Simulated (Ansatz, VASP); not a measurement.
# HfN in VASP and in Ansatz

INCAR

```
PREC     = Accurate       # precision mode
ENCUT    = 520            # plane-wave cutoff, eV
EDIFF    = 1E-7           # SCF threshold, eV
ISMEAR   = -1             # smearing method
SIGMA    = 0.1            # smearing width, eV
LREAL    = False          # projectors in reciprocal space
LASPH    = True           # aspherical terms in the spheres
NELM     = 100            # most SCF steps
ALGO     = Normal         # electronic algorithm
ISIF     = 2              # what is computed and relaxed
LWAVE    = False          # write WAVECAR
LCHARG   = False          # write CHGCAR
GGA      = PS             # functional
NBANDS   = 14             # bands
```

Contents of KPOINTS:

```
regular mesh
0
Gamma
  10 10 10
```

File POSCAR:

```
HfN
1.0
    0.0000000000      2.4871259940      2.4871259940
    2.4871259940      0.0000000000      2.4871259940
    2.4871259940      2.4871259940      0.0000000000
Hf N
1 1
Direct
    0.0000000000      0.0000000000      0.0000000000
    0.7500000000      0.7500000000      0.7500000000
```

Input for Ansatz:

```yaml
crystal:
  lattice:
    - [0.0, 2.4871259940046553, 2.4871259940046553]
    - [2.4871259940046553, 0.0, 2.4871259940046553]
    - [2.4871259940046553, 2.4871259940046553, 0.0]
  atoms:
    - { symbol: Hf, position: [0.0, 0.0, 0.0] }
    - { symbol: "N", position: [0.75, 0.75, 0.75] }
basis:
  ecutwfc: 500.0
kpoints:
  mp_grid:
    grid: [10, 10, 10]
hamiltonian:
  xc: pbesol
scf:
  convergence:
    dr2_threshold: 1.0e-09
  occupations:
    method: fermi_dirac
    width: 0.1
output:
  stress: true
```

Alike in both runs: task single point; functional PBEsol; k mesh 10 × 10 × 10; occupations fermi-dirac, width 0.1 eV; no spin polarisation.

```csv
,VASP,Ansatz
version,VASP 6.6.1,Ansatz 0.2.0
potentials or method,"VASP PAW PBE potentials, release 64 (Hf_pv, N), cutoff 520 eV","plane waves, PAW"
valence electrons in the cell,15,31
```

```tsv
	VASP	Ansatz	Ansatz less VASP
pressure (GPa)	-12.5	-11.5	+0.95
```

VASP's potentials were made for PBE, not for PBEsol. VASP's potentials hold 15 valence electrons a cell and Ansatz's 31, so a difference there can come from the potentials and not from the codes. Ansatz's warnings: stress scf threshold loose.

Spin-orbit coupling is off throughout.
